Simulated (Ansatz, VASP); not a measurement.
# BeTe: VASP beside Ansatz

The input POSCAR:

```
BeTe
1.0
    0.0000000000      2.8286236255      2.8569098617
    2.8286236255      0.0000000000      2.8569098617
    2.8286236255      2.8286236255      0.0000000000
Be Te
1 1
Direct
    0.0000000000      0.0000000000      0.0000000000
    0.2500000000      0.2500000000      0.2500000000
```

INCAR.step1

```
PREC = Accurate
ENCUT = 520
EDIFF = 1E-5
ISMEAR = 0
SIGMA = 0.01
LREAL = False
LASPH = True
NELM = 60
ALGO = Normal
ISIF = 2
LWAVE = True
LCHARG = False
GGA = PE
NBANDS = 11
```

INCAR.step2

```
PREC = Accurate
ENCUT = 520
EDIFF = 1E-6
ISMEAR = 0
SIGMA = 0.01
LREAL = False
LASPH = True
NELM = 60
ALGO = Normal
ISIF = 2
LWAVE = False
LCHARG = False
GGA = PE
LHFCALC = True
HFSCREEN = 0.2079
PRECFOCK = Normal
ISTART = 1
NBANDS = 11
```

The input KPOINTS:

```
regular mesh
0
Gamma
  6 6 6
```

Input for Ansatz:

```yaml
crystal:
  lattice:
    - [0.0, 2.8286236255, 2.8569098617]
    - [2.8286236255, 0.0, 2.8569098617]
    - [2.8286236255, 2.8286236255, 0.0]
  atoms:
    - { symbol: Be, position: [0.0, 0.0, 0.0] }
    - { symbol: Te, position: [0.25, 0.25, 0.25] }
kpoints:
  mp_grid: { grid: [6, 6, 6] }
  band_path:
    path:
      - [0.0, 0.0, 0.0]
      - [-0.5, -0.5, 0.0]
      - [-0.375, -0.375, 0.25]
      - [-0.375, 0.0, 0.375]
      - [0.0, 0.0, 0.5]
      - [-0.5, -0.25, 0.25]
      - [0.0, 0.5, 0.5]
    npoints: 1
hamiltonian:
  xc: hse06
scf:
  occupations: { method: fixed }
  n_extra_bands: 4
output:
  forces: true
  stress: true
  eigenvalues: true
```

Change from the starting cell: uniaxial_z strain +1.0%.

Alike in both runs: task single point; functional HSE06; k mesh 6 × 6 × 6; no spin polarisation.

|  | VASP | Ansatz |
| --- | --- | --- |
| version | VASP 6.6.1 | Ansatz 0.2.0 |
| potentials or method | VASP PAW PBE potentials, release 64 (Be, Te) | plane waves, PAW |
| plane-wave cutoff (eV) | 520 | 420 |
| occupations | gaussian, width 0.01 eV | fixed |
| valence electrons in the cell | 8 | 18 |

Ansatz gave:

```
gap on the k mesh at the Fermi level (eV)                     : 2.68
pressure (GPa)                                                : -1.4
traceless stress, the component that is largest in VASP (GPa) : -0.43
```

Problem. What did VASP give for the same quantities?

Solution. gap on the k mesh at the Fermi level (eV): 2.66; pressure (GPa): -1.5; traceless stress, the component that is largest in VASP (GPa): -0.43.

VASP's potentials hold 8 valence electrons a cell and Ansatz's 18, so a difference there can come from the potentials and not from the codes. Ansatz's warnings: stress exchange threshold loose, stress scf threshold loose.

Spin-orbit coupling is off throughout.
